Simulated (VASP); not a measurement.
A run of VASP 6.6.1 is set up as follows.

The input INCAR:

```
PREC = Accurate
ENCUT = 500
EDIFF = 1E-6
ISMEAR = 0
SIGMA = 0.1
LREAL = F
LASPH = T
NELM = 120
ALGO = Normal
ISIF = 2
LWAVE = F
LCHARG = F
GGA = PE
NBANDS = 11
GGA_COMPAT = F
```

File KPOINTS:

```
regular mesh
0
Gamma
  6 6 6
```

POSCAR

```
BAs
1.0
    0.0000000000      2.3885000000      2.3885000000
    2.3885000000      0.0000000000      2.3885000000
    2.3885000000      2.3885000000      0.0000000000
B As
1 1
Direct
    0.0000000000      0.0000000000      0.0000000000
    0.7500000000      0.7500000000      0.7500000000
```

Potentials or basis: VASP PAW PBE potentials, release 64 (B, As).

Run with:

```bash
$ cat potpaw_PBE.64/B/POTCAR potpaw_PBE.64/As/POTCAR > POTCAR
$ mpirun -np 1 vasp_std > vasp.out
```

(1) Estimate the band gap on the k mesh.

(2) What does it give for the pressure?

Results:

(1) 1.27 eV, indirect (least direct gap 3.27 eV).

(2) 3.5 GPa.
